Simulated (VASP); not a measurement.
Write the native input for VASP 6.6.1 that does the following.

* Task: electric field gradients
* Functional: PBE
* Potentials or basis: VASP PAW PBE potentials, release 64 (Ba_sv, Ti_sv, O)
* Cutoff: 520 eV
* k mesh: 7 × 7 × 7
* Occupations: fermi-dirac, width 0.03 eV
* Spin: no spin polarisation
* Dipole correction: no
* Further INCAR settings: ALGO = Normal; EDIFF = 1e-08; NBANDS = 28

The structure of BaTiO3 lies in POSCAR:

```
BaTiO3
1.0
    3.9998000000      0.0599970000      0.0599970000
    0.0599970000      3.9998000000      0.0599970000
    0.0602700000      0.0602700000      4.0180000000
Ba Ti O
1 1 3
Direct
    0.0000000000      0.0000000000      0.0000000000
    0.5000000000      0.5000000000      0.5000000000
    0.5000000000      0.5000000000      0.0000000000
    0.5000000000      0.0000000000      0.5000000000
    0.0000000000      0.5000000000      0.5000000000
```

This cell differs from its parent crystal: equal xy, yz and zx shear strains of +3 %.

The input as run:

INCAR

```
  PREC = Accurate
  ENCUT = 520
  EDIFF = 1E-8
  ISMEAR = -1
  SIGMA = 0.03
  LREAL = False
  LASPH = True
  NELM = 60
  ALGO = Normal
  ISIF = 2
  LWAVE = False
  LCHARG = False
  GGA = PE
  LEFG = True
  NBANDS = 28
```

KPOINTS

```
Automatic mesh
0
Gamma
  7 7 7
```

Potentials or basis: VASP PAW PBE potentials, release 64 (Ba_sv, Ti_sv, O).

The run is started by

```console
$ cat potpaw_PBE.64/Ba_sv/POTCAR potpaw_PBE.64/Ti_sv/POTCAR potpaw_PBE.64/O/POTCAR > POTCAR
$ mpirun -np 1 vasp_std > vasp.out
```

It gave:

```json
{
  "Pressure": "3.7 GPa",
  "Band gap on the k mesh": "1.70 eV (least direct gap 1.72 eV)",
  "Largest electric field gradient by atom": "Ba +42.2; Ti -11.3; O +27.5, +25.4 (each value once) V/Å²"
}
```

Caveat: the cell differs from its parent crystal (equal xy, yz and zx shear strains of +3 %); the cell stands under pressure; without QUAD_EFG the Cq values of the log hold for a quadrupole moment of 1 mb, not for the nuclei; spin-orbit coupling is left out, which moves the levels of the heavy elements.

It took 2.4 min on 1 thread of Intel(R) Xeon(R) Platinum 8488C (Sapphire Rapids) (shared host), peak memory 0.3 GiB.
